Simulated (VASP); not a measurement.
# Bi2Te3 (R-3m) in VASP: further runs

The runs below take Bi2Te3 through single point, with PBE+D4.

Everything below comes from runs of VASP 6.6.1. Logs are shortened: lines on timing, memory, paths and dates and some standing lists are left out, and cuts for length are marked.

**Experimental background.**

From “Vacancy and Antisite-Induced Ferromagnetism in Liquid-Phase Exfoliated Bi2Te3”, 2024, arxiv:2412.10539, for a bulk crystal of Bi2Te3: band gap 0.17 eV.

The results are compared with them further down.

## 1. The cell of the first run

Symmetry: R-3m, No. 166, trigonal system. Conventional cell: a = 4.357 Å, b = 4.357 Å, c = 30.292 Å, α = 90.00°, β = 90.00°, γ = 120.00°. Bi (site symmetry 3m) has 6 Te at 3.05 to 3.23 Å within 4.0 Å. Within 4.6 Å of Te (site symmetry -3m) lie 6 Bi at 3.23 Å and 12 Te at 4.36 to 4.52 Å. Te (site symmetry 3m) has 3 Bi at 3.05 Å and 3 Te at 3.61 Å within 4.0 Å.

## 2. Single point, PBE+D4

INCAR reads:

```
SYSTEM = Bi2Te3
ALGO = Normal ; EDIFF = 1E-6
ENCUT = 520 ; GGA = PE
ISIF = 2 ; ISMEAR = 0
IVDW = 13 ; LASPH = .TRUE.
LCHARG = .FALSE. ; LREAL = .FALSE.
LWAVE = .FALSE. ; NBANDS = 32
NELM = 60 ; PREC = Accurate
SIGMA = 0.01
```

KPOINTS reads:

```
k-points
0
G
  6 6 6
  0 0 0
```

POSCAR reads:

```
Bi2Te3
1.0
    2.1782814357      1.2576312339     10.0974389912
   -2.1782814357      1.2576312339     10.0974389912
    0.0000000000     -2.5152624678     10.0974389912
Bi Te
2 3
Direct
    0.4000000000      0.4000000000      0.4000000000
    0.6000000000      0.6000000000      0.6000000000
    0.0000000000      0.0000000000      0.0000000000
    0.2095000000      0.2095000000      0.2095000000
    0.7905000000      0.7905000000      0.7905000000
```

Potentials or basis: VASP PAW PBE potentials, release 64 (Bi_d, Te).

Run with:

```
$ cat potpaw_PBE.64/Bi_d/POTCAR potpaw_PBE.64/Te/POTCAR > POTCAR
$ mpirun -np 1 vasp_std > vasp.out
```

OUTCAR:

```text
SYSTEM = Bi2Te3
   EDIFF = 1E-6
   ENCUT = 520
   GGA = PE
   ISIF = 2
   ISMEAR = 0
   IVDW = 13
   LASPH = .TRUE.
   LREAL = .FALSE.
   NELM = 60
   PREC = Accurate

 ion  position               nearest neighbor table
   1  0.400  0.400  0.400-   5 3.05   5 3.05   5 3.05   3 3.23   3 3.23   3 3.23
   2  0.600  0.600  0.600-   4 3.05   4 3.05   4 3.05   3 3.23   3 3.23   3 3.23
   3  0.000  0.000  0.000-   2 3.23   1 3.23   2 3.23   2 3.23   1 3.23   1 3.23
   4  0.209  0.209  0.209-   2 3.05   2 3.05   2 3.05   5 3.61   5 3.61   5 3.61
   5  0.791  0.791  0.791-   1 3.05   1 3.05   1 3.05   4 3.61   4 3.61   4 3.61

  LATTYP: Found a trigonal (rhomboedric) cell.
 ALAT       =    10.4059992559
 COS(alpha) =     0.9123624163

  Lattice vectors:

 A1 = (   2.1782814357,   1.2576312339,  10.0974389912)
 A2 = (  -2.1782814357,   1.2576312339,  10.0974389912)
 A3 = (   0.0000000000,  -2.5152624678,  10.0974389912)

Analysis of symmetry for initial positions (statically):
=====================================================================
 Subroutine PRICEL returns:
 Original cell was already a primitive cell.

 Routine SETGRP: Setting up the symmetry group for a
 trigonal (rhombohedral) supercell.

 Subroutine GETGRP returns: Found 12 space group operations
 (whereof 12 operations were pure point group operations)
 out of a pool of 12 trial point group operations.

The static configuration has the point symmetry D_3d.

Analysis of symmetry for dynamics (positions and initial velocities):
=====================================================================
 Subroutine PRICEL returns:
 Original cell was already a primitive cell.

 Routine SETGRP: Setting up the symmetry group for a
 trigonal (rhombohedral) supercell.

 Subroutine GETGRP returns: Found 12 space group operations
 (whereof 12 operations were pure point group operations)
 out of a pool of 12 trial point group operations.

The dynamic configuration has the point symmetry D_3d.

 Subroutine INISYM returns: Found 12 space group operations
 (whereof 12 operations are pure point group operations),
 and found     1 'primitive' translations

----------------------------------------------------------------------------------------

                                     Primitive cell

  volume of cell :     165.9701

  direct lattice vectors                    reciprocal lattice vectors
     2.178281436  1.257631234 10.097438991     0.229538751  0.132524274  0.033011671
    -2.178281436  1.257631234 10.097438991    -0.229538751  0.132524274  0.033011671
     0.000000000 -2.515262468 10.097438991     0.000000000 -0.265048549  0.033011671

  length of vectors
    10.405999256 10.405999256 10.405999205     0.267096409  0.267096409  0.267096431

  position of ions in fractional coordinates (direct lattice)
     0.400000000  0.400000000  0.400000000
     0.600000000  0.600000000  0.600000000
     0.000000000  0.000000000  0.000000000
     0.209500000  0.209500000  0.209500000
     0.790500000  0.790500000  0.790500000

  ion indices of the primitive-cell ions
   primitive index   ion index
                 1           1
                 2           2
                 3           3
                 4           4
                 5           5

----------------------------------------------------------------------------------------

 KPOINTS: k-points

Automatic generation of k-mesh.
 Grid dimensions read from file:
 generate k-points for:    6    6    6

 Generating k-lattice:

  Cartesian coordinates                     Fractional coordinates (reciprocal lattice)
     0.038256458  0.022087379  0.005501945     0.166666667  0.000000000  0.000000000
    -0.038256458  0.022087379  0.005501945     0.000000000  0.166666667  0.000000000
     0.000000000 -0.044174758  0.005501945     0.000000000  0.000000000  0.166666667

  Length of vectors
     0.044516068  0.044516068  0.044516072

  Shift w.r.t. Gamma in fractional coordinates (k-lattice)
     0.000000000  0.000000000  0.000000000

 Subroutine IBZKPT returns following result:
 ===========================================

 Found     32 irreducible k-points:

 Following reciprocal coordinates:
            Coordinates               Weight
  0.000000  0.000000  0.000000      1.000000
  0.166667 -0.000000  0.000000      6.000000
  0.333333 -0.000000  0.000000      6.000000
  0.500000  0.000000  0.000000      3.000000
  0.166667  0.166667  0.000000      6.000000
  0.333333  0.166667  0.000000     12.000000
[... 16 lines left out ...]
  0.500000  0.500000  0.166667      6.000000
 -0.333333  0.500000  0.166667     12.000000
 [... further k-points ...]
   k-points           NKPTS =     32   k-points in BZ     NKDIM =     32   number of bands    NBANDS=     32
   number of dos      NEDOS =    301   number of ions     NIONS =      5
   total plane-waves  NPLWV = 512000
   dimension x,y,z NGX =    80 NGY =   80 NGZ =   80
   dimension x,y,z NGXF=   160 NGYF=  160 NGZF=  160
   ions per type =               2   3
   NGX,Y,Z   is equivalent  to a cutoff of  12.78, 12.78, 12.78 a.u.
   NGXF,Y,Z  is equivalent  to a cutoff of  25.56, 25.56, 25.56 a.u.
 SYSTEM =  Bi2Te3
   PREC   = accura    normal or accurate (medium, high low for compatibility)
   ISTART =      0    job   : 0-new  1-cont  2-samecut
   ICHARG =      2    charge: 1-file 2-atom 10-const
   ISPIN  =      1    spin polarized calculation?
   LNONCOLLINEAR =      F non collinear calculations
   LSORBIT =      F    spin-orbit coupling
   LASPH  =      T    aspherical Exc in radial PAW
   ENCUT  =  520.0 eV  38.22 Ry    6.18 a.u.  19.35 19.35 19.35*2*pi/ulx,y,z
   NELM   =     60;   NELMIN=  2; NELMDL= -5     # of ELM steps
   EDIFF  = 0.1E-05   stopping-criterion for ELM
   LREAL  =      F    real-space projection
   EDIFFG = 0.1E-04   stopping-criterion for IOM
   NSW    =      0    number of steps for IOM
   IBRION =     -1    ionic relax: 0-MD 1-quasi-New 2-CG
   NFREE  =      0    steps in history (QN), initial steepest desc. (CG)
   ISIF   =      2    stress and relaxation
   ISYM   =      2    0-nonsym 1-usesym 2-fastsym
   POTIM  = 0.5000    time-step for ionic-motion
   TEBEG  =    0.0;   TEEND  =   0.0 temperature during run
   PSTRESS=    0.0 pullay stress
   NELECT =      48.0000    total number of electrons
   NUPDOWN=      -1.0000    fix difference up-down
   EMIN   =  10.00;   EMAX   =-10.00  energy-range for DOS
   EFERMI =   0.00;   METHOD = LEGACY
   ISMEAR =     0;   SIGMA  =   0.01  broadening in eV -4-tet -1-fermi 0-gaus
   EFERMI_NEDOS =   21; number of points for ismear=-14 and -15
   IALGO  =     38    algorithm
   IMIX   =      4    mixing-type and parameters
     AMIX     =   0.40;   BMIX     =  1.00
     AMIX_MAG =   1.60;   BMIX_MAG =  1.00
  volume/ion in A,a.u.               =      33.19       224.00
  Fermi-wavevector in a.u.,A,eV,Ry     =   1.082626  2.045867 15.947118  1.172080
  Thomas-Fermi vector in A             =   2.218673
   LORBIT       =      0    0 simple, 1 ext, 2 COOP (PROOUT), +10 PAW based schemes
   GGA     = PE    functional components
   LHFCALC =     F    Hartree Fock is set to
   AEXX    =    0.0000 exact exchange contribution
   IVDW    =    13    specifies the selected vdW correction
   LEPSILON=     F    determine dielectric tensor
   LRPA    =     F    only Hartree local field effects (RPA)
 non-spin polarized calculation
 Gauss-broadening in eV      SIGMA  =   0.01
  energy-cutoff  :      520.00
  volume of cell :      165.97
 maximum number of plane-waves:      4497
 NGX is ok and might be reduce to    80
   NGX = 39   NGY = 39   NGZ = 39

 number of electron      48.0000006 magnetization

 Free energy of the ion-electron system (eV)
  ---------------------------------------------------
  ext. energy  EPLUGINS =         0.00000000
  ---------------------------------------------------
  free energy    TOTEN  =       -18.28283725 eV

  energy without entropy =      -18.28283725  energy(sigma->0) =      -18.28283725

 E-fermi :   6.5741     XC(G=0):  -9.4197

 val. band max:        6.5001178558   @ k =   0.0000   0.0000   0.0000
 cond. band min:       6.7686164065   @ k =   0.0000   0.0000   0.0000
 fundamental gap:      0.2684985507
 Fermi energy:         6.5740606791

 k-point     1 :       0.0000    0.0000    0.0000
  band No.  band energies     occupation
      1     -16.7596      2.00000
      2     -16.7596      2.00000
      3     -16.7579      2.00000
      4     -16.7579      2.00000
      5     -16.7489      2.00000
      6     -16.7474      2.00000
[... 24 lines left out ...]
     31      11.2493      0.00000
     32      11.7881      0.00000

 k-point     2 :       0.1667   -0.0000    0.0000
  band No.  band energies     occupation
      1     -16.7620      2.00000
      2     -16.7600      2.00000
      3     -16.7568      2.00000
      4     -16.7552      2.00000
      5     -16.7477      2.00000
      6     -16.7461      2.00000
[... 24 lines left out ...]
     31      10.5560      0.00000
     32      11.4383      0.00000

 k-point     3 :       0.3333   -0.0000    0.0000
  band No.  band energies     occupation
      1     -16.7678      2.00000
      2     -16.7651      2.00000
      3     -16.7537      2.00000
      4     -16.7514      2.00000
      5     -16.7503      2.00000
      6     -16.7479      2.00000
[... 24 lines left out ...]
     31      10.6822      0.00000
     32      11.6157      0.00000

 k-point     4 :       0.5000    0.0000    0.0000
  band No.  band energies     occupation
      1     -16.7709      2.00000
      2     -16.7678      2.00000
      3     -16.7535      2.00000
      4     -16.7516      2.00000
      5     -16.7505      2.00000
      6     -16.7492      2.00000
[... 24 lines left out ...]
     31      10.1551      0.00000
     32      11.2995      0.00000

 k-point     5 :       0.1667    0.1667    0.0000
  band No.  band energies     occupation
      1     -16.7620      2.00000
      2     -16.7600      2.00000
      3     -16.7568      2.00000
      4     -16.7552      2.00000
      5     -16.7477      2.00000
      6     -16.7461      2.00000
[... 584 lines left out ...]
     31      11.1794      0.00000
     32      11.2599      0.00000

 k-point    22 :      -0.1667    0.3333    0.1667
  band No.  band energies     occupation
      1     -16.7673      2.00000
      2     -16.7649      2.00000
      3     -16.7558      2.00000
      4     -16.7529      2.00000
      5     -16.7490      2.00000
      6     -16.7471      2.00000
[... 24 lines left out ...]
     31      10.4707      0.00000
     32      12.2416      0.00000

 k-point    23 :       0.5000    0.5000    0.1667
  band No.  band energies     occupation
      1     -16.7678      2.00000
      2     -16.7651      2.00000
      3     -16.7538      2.00000
      4     -16.7514      2.00000
      5     -16.7503      2.00000
      6     -16.7480      2.00000
[... 24 lines left out ...]
     31      10.6634      0.00000
     32      11.4032      0.00000

 k-point    24 :      -0.3333    0.5000    0.1667
  band No.  band energies     occupation
      1     -16.7673      2.00000
      2     -16.7649      2.00000
      3     -16.7559      2.00000
      4     -16.7529      2.00000
      5     -16.7490      2.00000
      6     -16.7471      2.00000
[... 24 lines left out ...]
     31      11.2734      0.00000
     32      11.7559      0.00000

 [... further k-points ...]

------------------------ aborting loop because EDIFF is reached ----------------------------------------

  DFT-D4 for vdW energy calculation

  Edisp (eV):   -2.50539

  FORCE on cell =-STRESS in cart. coord.  units (eV):
  Direction    XX          YY          ZZ          XY          YZ          ZX
  --------------------------------------------------------------------------------------
  -------------------------------------------------------------------------------------
  Total       0.77998     0.77998     0.65874     0.00000     0.00000     0.00000
  in kB       7.52945     7.52944     6.35912     0.00000     0.00000     0.00000
  external pressure =        7.14 kB  Pullay stress =        0.00 kB

 VOLUME and BASIS-vectors are now :
 -----------------------------------------------------------------------------
  energy-cutoff  :      520.00
  volume of cell :      165.97
      direct lattice vectors                 reciprocal lattice vectors
     2.178281436  1.257631234 10.097438991     0.229538751  0.132524274  0.033011671
    -2.178281436  1.257631234 10.097438991    -0.229538751  0.132524274  0.033011671
     0.000000000 -2.515262468 10.097438991     0.000000000 -0.265048549  0.033011671

 POSITION                                       TOTAL-FORCE (eV/Angst)
 -----------------------------------------------------------------------------------
      0.00000      0.00000     12.11693         0.000000      0.000000     -0.039585
      0.00000      0.00000     18.17539         0.000000     -0.000000      0.039585
      0.00000      0.00000      0.00000         0.000000      0.000000     -0.000000
      0.00000      0.00000      6.34624         0.000000     -0.000000     -0.094996
      0.00000      0.00000     23.94608         0.000000     -0.000000      0.094996
 -----------------------------------------------------------------------------------
    total drift:                               -0.000000     -0.000000     -0.000000

  FREE ENERGIE OF THE ION-ELECTRON SYSTEM (eV)
  ---------------------------------------------------
  free  energy   TOTEN  =       -20.7882274685 eV

  energy  without entropy=      -20.7882274685  energy(sigma->0) =      -20.78822747
```

It took 16 min on 1 thread of Intel Xeon 6975P-C (Granite Rapids), shared host; peak memory 0.96 GiB.

Results:

```
Free energy                : -20.7882 eV
Pressure                   : 0.7 GPa
Largest force              : 0.095 eV/Å
Band gap on the k mesh     : 0.27 eV
Dispersion energy per atom : -0.501 eV
```

Forces on the atoms (eV/Å):
```
Bi   0.000  0.000 -0.040
Bi   0.000  0.000  0.040
Te   0.000  0.000  0.000
Te   0.000  0.000 -0.095
Te   0.000  0.000  0.095
```

Caveat: spin-orbit coupling is left out, which moves the levels of the heavy elements.

(Part 1 of 2 ends here.)
